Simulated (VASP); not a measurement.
Here is a VASP 6.6.1 calculation.

Contents of POSCAR:

```
BaTe
1.0
    0.0000000000      3.7090061875      3.7090061875
    3.7090061875      0.0000000000      3.7090061875
    3.7090061875      3.7090061875      0.0000000000
Ba Te
1 1
Direct
    0.0000000000      0.0000000000      0.0000000000
    0.5000000000      0.5000000000      0.5000000000
```

File INCAR.step1:

```
PREC     = Accurate       # precision mode
ENCUT    = 520            # plane-wave cutoff, eV
ISMEAR   = 0              # smearing method
SIGMA    = 0.01           # smearing width, eV
LREAL    = False          # projectors in reciprocal space
LASPH    = True           # aspherical terms in the spheres
NELM     = 60             # most SCF steps
NBANDS   = 15             # bands
GGA      = PE             # functional
ALGO     = Normal         # electronic algorithm
EDIFF    = 1E-4           # SCF threshold, eV
LWAVE    = True           # write WAVECAR
LCHARG   = False          # write CHGCAR
```

File INCAR.step2:

```
PREC     = Accurate       # precision mode
ENCUT    = 520            # plane-wave cutoff, eV
EDIFF    = 1E-7           # SCF threshold, eV
ISMEAR   = 0              # smearing method
SIGMA    = 0.01           # smearing width, eV
LREAL    = False          # projectors in reciprocal space
LASPH    = True           # aspherical terms in the spheres
NELM     = 60             # most SCF steps
ALGO     = Normal         # electronic algorithm
ISIF     = 2              # what is computed and relaxed
LWAVE    = False          # write WAVECAR
LCHARG   = True           # write CHGCAR
METAGGA  = R2SCAN         # meta-GGA
LMIXTAU  = True         
LELF     = True           # ELF
LVHAR    = True         
NBANDS   = 15             # bands
ISTART   = 1
```

KPOINTS

```
Automatic mesh
0
Gamma
  6 6 6
```

Potentials or basis: VASP PAW PBE potentials, release 64 (Ba_sv, Te).

Run with:

```bash
$ cat potpaw_PBE.64/Ba_sv/POTCAR potpaw_PBE.64/Te/POTCAR > POTCAR
$ cp INCAR.step1 INCAR
$ mpirun -np 1 vasp_std > vasp.out
$ cp INCAR.step2 INCAR
$ mpirun -np 1 vasp_std > vasp.out
```

(1) Estimate the pressure.

(2) Estimate the band gap on the k mesh.

## Answers

(1) -3.1 GPa.

(2) 2.17 eV, indirect (least direct gap 2.54 eV).

Caveat: the cell differs from its parent crystal (strain +5.0%); the PAW data sets were made with another functional, which shifts forces and pressure a little; spin-orbit coupling is left out, which moves the levels of the heavy elements.
